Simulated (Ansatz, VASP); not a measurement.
InSe in VASP and in Ansatz

```
Se In
1.0
     4.22800    0.00000    0.00000
    -2.11400    3.66156    0.00000
     0.00000    0.00000   36.72119
Se In
2 2
Direct
  0.00000 0.00000 0.42348
  0.00000 0.00000 0.57650
  0.66667 0.33333 0.46029
  0.66667 0.33333 0.53969
```

Alike in both runs: task single point; functional PBE; dispersion D3(BJ); k mesh 9 × 9 × 1; occupations gaussian, width 0.02 eV; no spin polarisation.

|  | VASP | Ansatz |
| --- | --- | --- |
| version | VASP 6.6.1 | Ansatz 0.2.0 |
| potentials or method | VASP PAW PBE potentials, release 64 (Se, In_d), cutoff 520 eV | scalar-relativistic, plane waves, PAW |
| valence electrons in the cell | 38 | 58 |

VASP gave:

* gap on the k mesh at the Fermi level (eV): 1.16
* least direct gap on the mesh (eV): 1.21
* rms of the force components (eV/Å): 0.388

Question: Estimate Ansatz's values.

Answer: gap on the k mesh at the Fermi level (eV): 1.17; least direct gap on the mesh (eV): 1.22; rms of the force components (eV/Å): 0.393.

VASP's potentials hold 38 valence electrons a cell and Ansatz's 58, so a difference there can come from the potentials and not from the codes. Ansatz's warnings: structure snapped to symmetry.
